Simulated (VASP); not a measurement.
Input of a VASP 6.6.1 run:

INCAR

```
SYSTEM = Zn
PREC = Accurate ; ENCUT = 520
EDIFF = 1E-6 ; ISMEAR = 0
SIGMA = 0.1 ; LREAL = .FALSE.
LASPH = .TRUE. ; NELM = 60
ALGO = Normal ; ISIF = 2
LWAVE = .FALSE. ; LCHARG = .FALSE.
GGA = PS ; NBANDS = 19
```

Contents of KPOINTS:

```
Automatic mesh
0
G
  7 7 4
  0 0 0
```

File POSCAR:

```
Zn
1.0
    2.6523219200      0.0000000000      0.0000000000
   -1.3261609600      2.2969781617      0.0000000000
    0.0000000000      0.0000000000      4.6423675532
Zn
2
Direct
    0.3333333333      0.6666666667      0.2500000000
    0.6666666667      0.3333333333      0.7500000000
```

Potentials or basis: VASP PAW PBE potentials, release 64 (Zn).

The run is started by

```bash
$ cat potpaw_PBE.64/Zn/POTCAR > POTCAR
$ mpirun -np 1 vasp_std > vasp.out
```

**Question.** What does it give for the pressure?

**Answer.** 0.6 GPa.

**Question.** Estimate the band gap on the k mesh.

**Answer.** Zero (band 12 reaches 4.52 eV, above the bottom of band 13 at 1.23 eV).

Stress tensor (GPa, compression positive):
```
0.71 0.00 0.00
0.00 0.71 0.00
0.00 0.00 0.53
```

Caveat: the k points lie up to 0.39 Å⁻¹ apart; the PAW data sets were made with another functional, which shifts forces and pressure a little.
